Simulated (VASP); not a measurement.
# LiH (P6_3/mmc) in VASP: notebook, part 2 of 2

VASP 6.6.1. Earlier steps stand in the parts before.

## Step 3: Relaxation of cell and atoms, HSE06

POSCAR reads:

```
LiH
1.0
    3.2548234129      0.0000000001      0.0000000000
   -1.6274117065      2.8187597604      0.0000000000
    0.0000000000      0.0000000000      4.0690682529
Li H
2 2
Direct
    0.3333333333      0.6666666667      0.2500000000
    0.6666666667      0.3333333333      0.7500000000
    0.6666666667      0.3333333333      0.2500000000
    0.3333333333      0.6666666667      0.7500000000
```

INCAR.step1 reads:

```
PREC = Accurate
ENCUT = 600
EDIFF = 1E-5
ISMEAR = -1
SIGMA = 0.02
LREAL = False
LASPH = True
NELM = 100
ALGO = Normal
LWAVE = True
LCHARG = False
GGA = PE
NBANDS = 12
```

INCAR.step2 reads:

```
PREC = Accurate
ENCUT = 600
EDIFF = 1E-6
ISMEAR = -1
SIGMA = 0.02
LREAL = False
LASPH = True
NELM = 100
ALGO = Normal
ISIF = 3
LWAVE = False
LCHARG = False
GGA = PE
LHFCALC = True
HFSCREEN = 0.2079
PRECFOCK = Normal
IBRION = 2
NSW = 80
EDIFFG = -0.005
ISTART = 1
```

KPOINTS reads:

```
Automatic mesh
0
Gamma
  6 6 4
```

Potentials or basis: VASP PAW PBE potentials, release 64 (Li_sv, H).

The run is started by

```console
cat potpaw_PBE.64/Li_sv/POTCAR potpaw_PBE.64/H/POTCAR > POTCAR
cp INCAR.step1 INCAR
mpirun -np 1 vasp_std > vasp.out
cp INCAR.step2 INCAR
mpirun -np 1 vasp_std > vasp.out
```

OUTCAR:

```text
PREC = Accurate
   ENCUT = 600
   EDIFF = 1E-6
   ISMEAR = -1
   LREAL = False
   LASPH = True
   NELM = 100
   ISIF = 3
   GGA = PE
   LHFCALC = True
   HFSCREEN = 0.2079
   PRECFOCK = Normal
   IBRION = 2
   NSW = 80
   EDIFFG = -0.005
   ISTART = 1

 ion  position               nearest neighbor table
   1  0.333  0.667  0.250-
   2  0.667  0.333  0.750-
   3  0.667  0.333  0.250-
   4  0.333  0.667  0.750-

  LATTYP: Found a hexagonal cell.
 ALAT       =     3.2548234129
 C/A-ratio  =     1.2501655963

  Lattice vectors:

 A1 = (   3.2548234129,   0.0000000001,   0.0000000000)
 A2 = (  -1.6274117065,   2.8187597604,   0.0000000000)
 A3 = (   0.0000000000,   0.0000000000,   4.0690682529)

Analysis of symmetry for initial positions (statically):
=====================================================================
 Subroutine PRICEL returns:
 Original cell was already a primitive cell.

 Routine SETGRP: Setting up the symmetry group for a
 hexagonal supercell.

 Subroutine GETGRP returns: Found 24 space group operations
[... 162 lines left out ...]
 maximum number of plane-waves:      1265
 NGX is ok and might be reduce to    28
  NGX = 20; NGY = 20; NGZ = 28

--------------------------------------- Ionic step        1  -------------------------------------------

 number of electron       8.0000001 magnetization

 Free energy of the ion-electron system (eV)
  ---------------------------------------------------
  ext. energy  EPLUGINS =         0.00000000
  ---------------------------------------------------
  free energy    TOTEN  =       -13.47028428 eV

  energy without entropy =      -13.47028428  energy(sigma->0) =      -13.47028428

------------------------ aborting loop because EDIFF is reached ----------------------------------------

  FORCE on cell =-STRESS in cart. coord.  units (eV):
  Direction    XX          YY          ZZ          XY          YZ          ZX
  --------------------------------------------------------------------------------------
  -------------------------------------------------------------------------------------
  Total       -0.1121503     -0.1121503     -0.1272350     -0.0000000     -0.0000000      0.0000000
  in kB       -4.8131645     -4.8131645     -5.4605543     -0.0000000     -0.0000000      0.0000000
  external PRESSURE =      -5.0289611 kB  Pullay stress =       0.0000000 kB
[... 63 lines left out ...]
--------------------------------------- Ionic step        3  -------------------------------------------

 number of electron       7.9999995 magnetization

 Free energy of the ion-electron system (eV)
  ---------------------------------------------------
  ext. energy  EPLUGINS =         0.00000000
  ---------------------------------------------------
  free energy    TOTEN  =       -13.47125857 eV

  energy without entropy =      -13.47125857  energy(sigma->0) =      -13.47125857

 E-fermi :  -0.1947     XC(G=0):  -6.6691

 val. band max:       -0.7507720326   @ k =   0.0000   0.0000   0.0000
 cond. band min:       1.9483678555   @ k =   0.3333   0.3333   0.0000
 fundamental gap:      2.6991398881
 Fermi energy:        -0.1947313561

 k-point     1 :       0.0000    0.0000    0.0000
  band No.  band energies     occupation
      1     -48.3731      2.00000
      2     -48.3081      2.00000
      3      -6.6467      2.00000
      4      -0.7508      2.00000
      5       3.2920      0.00000
      6      11.3725      0.00000
      7      11.3725      0.00000
      8      12.1131      0.00000
[... 249 lines left out ...]
  FREE ENERGIE OF THE ION-ELECTRON SYSTEM (eV)
  ---------------------------------------------------
  free  energy   TOTEN  =       -13.4712585664 eV

  energy  without entropy=      -13.4712585664  energy(sigma->0) =      -13.47125857

 reached required accuracy - stopping structural energy minimisation
```

OUTCAR.step1:

```text
PREC = Accurate
   ENCUT = 600
   EDIFF = 1E-5
   ISMEAR = -1
   LREAL = False
   LASPH = True
[... 539 lines left out ...]
      1.62741      0.93959      3.05180         0.000000      0.000000      0.000000
      1.62741      0.93959      1.01727        -0.000000      0.000000      0.000000
     -0.00000      1.87917      3.05180        -0.000000      0.000000      0.000000
 -----------------------------------------------------------------------------------
    total drift:                               -0.000000      0.000000     -0.000000

  FREE ENERGIE OF THE ION-ELECTRON SYSTEM (eV)
  ---------------------------------------------------
  free  energy   TOTEN  =       -12.1598240661 eV

  energy  without entropy=      -12.1598240661  energy(sigma->0) =      -12.15982407
```

Run time: 7.2 min. Hardware: 1 thread of Intel Xeon 6975P-C (Granite Rapids), shared host; peak memory 0.28 GiB.

What came out:

* Free energy: -13.4713 eV
* Relaxed volume: 9.18 Å³/atom
* Relaxed cell: a = 3.237 Å, b = 3.237 Å, c = 4.044 Å, α = 90.00°, β = 90.00°, γ = 120.00°
* Space group after relaxing (to 0.1 Å): P6_3/mmc (No. 194)
* Energy gained by relaxing: 0.2 meV/atom
* Ionic steps: 3
* Pressure after relaxing: 0.0 GPa
* Band gap on the k mesh: 2.70 eV (least direct gap 4.04 eV)

The path:
```
step  energy change (eV)  largest force (eV/Å)  pressure (GPa)  volume (Å³)
   1              0.0000                0.0000           -0.50        37.33
   2             -0.0004                0.0000           -0.39        37.17
   3             -0.0010                0.0000           -0.01        36.70
```

Final structure:
```
CELL_PARAMETERS angstrom
3.23721 0.00000 0.00000
-1.61861 2.80351 0.00000
0.00000 0.00000 4.04409
ATOMIC_POSITIONS crystal
Li 0.33333 0.66667 0.25000
Li 0.66667 0.33333 0.75000
H 0.66667 0.33333 0.25000
H 0.33333 0.66667 0.75000
```

Caveat: the cutoff is under 1.25 times the usual one of these potentials, so pressure, stress and relaxed cells hold a basis-set (Pulay) error; the PAW data sets were made with another functional, which shifts forces and pressure a little.
